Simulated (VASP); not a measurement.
A run of VASP 6.6.1 is set up as follows.

Contents of INCAR:

```
SYSTEM = MnO
PREC     = Accurate       ! precision mode
ENCUT    = 700            ! plane-wave cutoff, eV
EDIFF    = 1E-6           ! SCF threshold, eV
ISMEAR   = -1             ! smearing method
SIGMA    = 0.05           ! smearing width, eV
LREAL    = .False.        ! projectors in reciprocal space
LASPH    = .True.         ! aspherical terms in the spheres
NELM     = 200            ! most SCF steps
ALGO     = Normal         ! electronic algorithm
ISIF     = 2              ! what is computed and relaxed
LWAVE    = .False.        ! write WAVECAR
LCHARG   = .False.        ! write CHGCAR
ISPIN    = 2              ! spin polarisation
MAGMOM   = 4 0            ! initial moments
LORBIT   = 11             ! projections on sites
LMAXMIX  = 4              ! l up to which the mixer works
LDAU     = .True.         ! DFT+U
LDAUTYPE = 2            
LDAUL    = 2 -1           ! shell
LDAUU    = 1 0            ! U, eV
LDAUJ    = 0 0          
LDAUPRINT= 1            
GGA      = PS             ! functional
NBANDS   = 22             ! bands
GGA_COMPAT= .False.
```

File KPOINTS:

```
Automatic mesh
0
Gamma
  10 10 10
  0 0 0
```

File POSCAR:

```
MnO
1.0
    0.0000000000      2.2239077028      2.2239077028
    2.2239077028      0.0000000000      2.2239077028
    2.2239077028      2.2239077028      0.0000000000
Mn O
1 1
Direct
    0.0000000000      0.0000000000      0.0000000000
    0.5000000000      0.5000000000      0.5000000000
```

Potentials or basis: VASP PAW PBE potentials, release 64 (Mn_sv, O).

Run with:

```bash
$ cat potpaw_PBE.64/Mn_sv/POTCAR potpaw_PBE.64/O/POTCAR > POTCAR
$ mpirun -np 1 vasp_std > vasp.out
```

Question: What does it give for the net moment?

Answer: 4.92 μB per cell.

Question: Predict the pressure.

Answer: -3.7 GPa.

Question: Estimate the site moments.

Answer: Mn +4.29; O +0.20 μB.

Eigenvalues of the final occupation matrices:
```
    site  spin  trace               eigenvalues
site 1 d     1   4.49  0.89 0.89 0.89 0.91 0.91
site 1 d     2   0.22  0.03 0.03 0.03 0.07 0.07
```

Caveat: the cell stands under tension; the PAW data sets were made with another functional, which shifts forces and pressure a little; a cell with one magnetic atom can't hold antiferromagnetic order, which such compounds often take. The state reached can hang on the start; a lower one may exist.
